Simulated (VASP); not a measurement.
Wanted: the native input for a VASP 6.6.1 run.

```
Task                   : single point
Functional             : PBE
Potentials or basis    : VASP PAW PBE potentials, release 64 (Ti_sv, Zn, N)
Cutoff                 : 520 eV
k mesh                 : 8 × 8 × 1
Occupations            : gaussian, width 0.2 eV
Spin                   : no spin polarisation
Dipole correction      : no
Further INCAR settings : ALGO = Normal; EDIFF = 1e-06; NBANDS = 77
```

The structure of TiZn4N lies in POSCAR:

```
TiZn4N
1.0
    2.9251192465      0.0000000000      0.0000000000
    0.0000000000      2.9251192465      0.0000000000
    0.0000000000      0.0000000000     19.4208229164
Ti Zn N
2 8 2
Direct
    0.0000000000      0.5000000000      0.9461801040
    0.5000000000      1.0000000000      0.0538198960
    0.5000000000      1.0000000000      0.8274203439
    0.0000000000      0.5000000000      0.1725796561
    1.0000000000      0.5000000000      0.7383882866
    1.0000000000      0.5000000000      0.5481883002
    0.5000000000      0.0000000000      0.4518116998
    1.0000000000      0.5000000000      0.3561620006
    0.5000000000      0.0000000000      0.6438379994
    0.5000000000      1.0000000000      0.2616117134
    0.5000000000      1.0000000000      0.9464373367
    0.0000000000      0.5000000000      0.0535626633
```

These files were run (other wordings do the same):

INCAR

```
ALGO = Normal ; EDIFF = 1E-6
ENCUT = 520 ; GGA = PE
ISIF = 2 ; ISMEAR = 0
LASPH = T ; LCHARG = T
LELF = T ; LREAL = F
LVHAR = T ; LWAVE = F
NBANDS = 77 ; NELM = 60
PREC = Accurate ; SIGMA = 0.2
```

KPOINTS

```
k-points
0
Gamma
  8 8 1
```

Potentials or basis: VASP PAW PBE potentials, release 64 (Ti_sv, Zn, N).

The run is started by

```bash
$ cat potpaw_PBE.64/Ti_sv/POTCAR potpaw_PBE.64/Zn/POTCAR potpaw_PBE.64/N/POTCAR > POTCAR
$ mpirun -np 1 vasp_std > vasp.out
```

It gave:

* Pressure: 0.3 GPa
* Largest force: 0.120 eV/Å
* Band gap on the k mesh: zero (bands 65 and 66 overlap by 2.32 eV)

It took 7.8 min on 1 thread of Intel Xeon 8259CL, with other jobs on the host, peak memory 0.36 GiB.
